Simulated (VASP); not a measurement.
# Zr: single point with PBEsol

Zr:

```
CELL_PARAMETERS angstrom
3.32896 0.00000 0.00000
-1.66448 2.88296 0.00000
0.00000 0.00000 5.06980
ATOMIC_POSITIONS crystal
Zr 0.33333 0.66667 0.25000
Zr 0.66667 0.33333 0.75000
```

This cell differs from its parent crystal: strain +0.030 along x and y, -0.015 along z.

* Program: VASP 6.6.1
* Task: single point
* Functional: PBEsol
* Potentials or basis: VASP PAW PBE potentials, release 64 (Zr_sv)
* Cutoff: 520 eV
* k mesh: 18 × 18 × 10
* Occupations: gaussian, width 0.15 eV
* Spin: no spin polarisation

```json
{
 "Pressure": "-6.6 GPa",
 "Band gap on the k mesh": "zero (bands 12 and 13 overlap by 1.09 eV)"
}
```

Stress tensor (GPa, compression positive):
```
-7.94  0.00  0.00
 0.00 -7.94  0.00
 0.00  0.00 -4.04
```

Levels at points of the mesh, in eV from the Fermi level:
```
           k point  band 8  band 9  band 10  band 11  band 12  band 13  band 14  band 15  band 16  band 17
(0.00, 0.00, 0.00)  -26.41   -5.60    -2.91     0.76     0.76     1.33     1.37     1.51     1.51     1.73
(0.50, 0.00, 0.00)  -26.52   -2.50    -2.45    -1.97    -0.45     0.26     0.94     1.59     4.39     4.86
(0.00, 0.00, 0.50)  -26.53   -3.84    -3.84     0.23     0.23     0.58     0.58     0.58     0.58     3.77
(0.50, 0.00, 0.50)  -26.63   -2.75    -2.75    -0.88    -0.88     1.44     1.44     1.94     1.94     4.67
```

Run time: 3 min on 1 thread of Intel(R) Xeon(R) 6975P-C (Granite Rapids) (shared host), peak memory 0.29 GiB.

Caveat: the cell differs from its parent crystal (strain +0.030 along x and y, -0.015 along z); the cell stands under tension; the PAW data sets were made with another functional, which shifts forces and pressure a little.
